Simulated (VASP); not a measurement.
Ge:

```
Ge
1.0
    -1.82368    1.82368    1.44813
     1.82368   -1.82368    1.44813
     1.82368    1.82368   -1.44813
Ge
1
Direct
  0.50000 0.50000 0.00000
```

The cell was built from a structure type or drawn by symmetry, and may not be a known phase.

| Property | Result |
| --- | --- |
| Program | VASP 6.6.1 |
| Task | relaxation of cell and atoms |
| Functional | PBE |
| Potentials or basis | VASP PAW PBE potentials, release 64 (Ge_d) |
| Cutoff | 600 eV |
| k mesh | 24 × 24 × 24 |
| Occupations | gaussian, width 0.1 eV |
| Spin | no spin polarisation |

At the start: pressure 0.8 GPa; volume 19.26 Å³/atom.

Q: Where does the relaxation end?

A: Over 7 steps the energy falls by 2.8 meV/atom and the volume is 19.40 Å³/atom (+0.7 %); space group I4/mmm (No. 139, to 0.1 Å) before and after.

The path:
```
step  energy change (eV)  largest force (eV/Å)  pressure (GPa)  volume (Å³)
   1              0.0000                0.0000            0.83        19.26
   2             -0.0013                0.0000           -0.19        19.54
   3             -0.0014                0.0000           -0.31        19.59
   4             -0.0019                0.0000           -0.16        19.53
   5             -0.0023                0.0000            0.05        19.46
   6             -0.0026                0.0000            0.39        19.30
   7             -0.0028                0.0000            0.00        19.40
```

Final structure:
```xyz
1
Lattice="-1.7954 1.7954 1.5046 1.7954 -1.7954 1.5046 1.7954 1.7954 -1.5046" Properties=species:S:1:pos:R:3 pbc="T T T"
Ge    0.0000    0.0000    1.5046
```
